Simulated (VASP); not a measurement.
Runs of VASP 6.6.1 on MgO. Symmetry: F-43m, No. 216, cubic system. Conventional cell: a = 4.564 Å, b = 4.564 Å, c = 4.564 Å, α = 90.00°, β = 90.00°, γ = 90.00°. Within 2.6 Å of Mg (site symmetry -43m) lie 4 O at 1.98 Å. Within 2.6 Å of O (site symmetry -43m) lie 4 Mg at 1.98 Å. 

```tsv
level	potentials or basis	k mesh	cutoff (eV)	grid for exact exchange (PRECFOCK)	share of exact exchange	screening parameter	gap on the mesh (eV)	pressure (GPa)
HSE06	VASP PAW PBE potentials, release 64 (Mg, O)	6 × 6 × 6	520	Normal	0.25	0.2079 1/Å	5.24	-0.1
PBE0	VASP PAW PBE potentials, release 64 (Mg, O)	6 × 6 × 6	520	Normal	0.25	-	5.97	-0.2
r2SCAN0	VASP PAW PBE potentials, release 64 (Mg, O)	6 × 6 × 6	520	Normal	0.25	-	6.41	(a)
LDA	VASP PAW LDA potentials, release 64 (Mg_sv, O)	10 × 10 × 10	750	-	-	-	3.56	(b)
```

Alike in all rows: no spin polarisation; cell as given; smearing gaussian 0.01 eV.

Question: Fill in the values left out.

Answer: (a) -2.6; (b) -3.7.

Caveats: the structure was generated, so it needn't be the stable form of MgO; the PAW data sets were made with another functional, which shifts forces and pressure a little (at least some runs); the cell stands under tension (at least some runs).

The runs don't all hold the same shells in valence.
